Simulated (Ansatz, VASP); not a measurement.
# Si: VASP beside Ansatz

Contents of INCAR:

```
SYSTEM = Si
PREC = Accurate
ENCUT = 520
EDIFF = 1E-8
ISMEAR = -1
SIGMA = 0.08
LREAL = .FALSE.
LASPH = .TRUE.
NELM = 100
ALGO = Normal
ISIF = 2
LWAVE = .FALSE.
LCHARG = .FALSE.
GGA = CA
LEFG = .TRUE.
NBANDS = 11
```

File KPOINTS:

```
Automatic mesh
0
G
  12 12 12
  0 0 0
```

POSCAR

```
Si
1.0
    0.0000000000      2.7244915613      2.7244915613
    2.7244915613      0.0000000000      2.7244915613
    2.7244915613      2.7244915613      0.0000000000
Si
2
Direct
    0.5000000000      0.5000000000      0.5000000000
    0.7500000000      0.7500000000      0.7500000000
```

Input for Ansatz:

```yaml
crystal:
  lattice:
    - [0.0, 2.7244915613, 2.7244915613]
    - [2.7244915613, 0.0, 2.7244915613]
    - [2.7244915613, 2.7244915613, 0.0]
  atoms:
    - { symbol: Si, position: [0.5, 0.5, 0.5] }
    - { symbol: Si, position: [0.75, 0.75, 0.75] }
kpoints:
  mp_grid: { grid: [12, 12, 12] }
scf:
  occupations: { method: fermi_dirac, width: 0.08 }
hamiltonian:
  xc: lda
  pseudopotentials: { kind: all_electron, datasets: crystal }
output:
  forces: true
  stress: true
  eigenvalues: true
  efg: { contact_densities: true }
```

Change from the starting cell: volume scaled by 1.01, crystal datasets.

Alike in both runs: task electric field gradients; functional LDA; k mesh 12 × 12 × 12; occupations fermi-dirac, width 0.08 eV; no spin polarisation.

|  | VASP | Ansatz |
| --- | --- | --- |
| version | VASP 6.6.1 | Ansatz 0.2.0 |
| potentials or method | VASP PAW LDA potentials, release 64 (Si), cutoff 520 eV | all-electron PAW with datasets made for the crystal, scalar-relativistic |

```csv
,VASP,Ansatz,Ansatz less VASP
pressure (GPa),-2.3,-2.4,-0.09
```

LDA's correlation is that of Perdew and Zunger in VASP and of Perdew and Wang (1992) in Ansatz. Ansatz ran all-electron here, and VASP with PAW potentials.
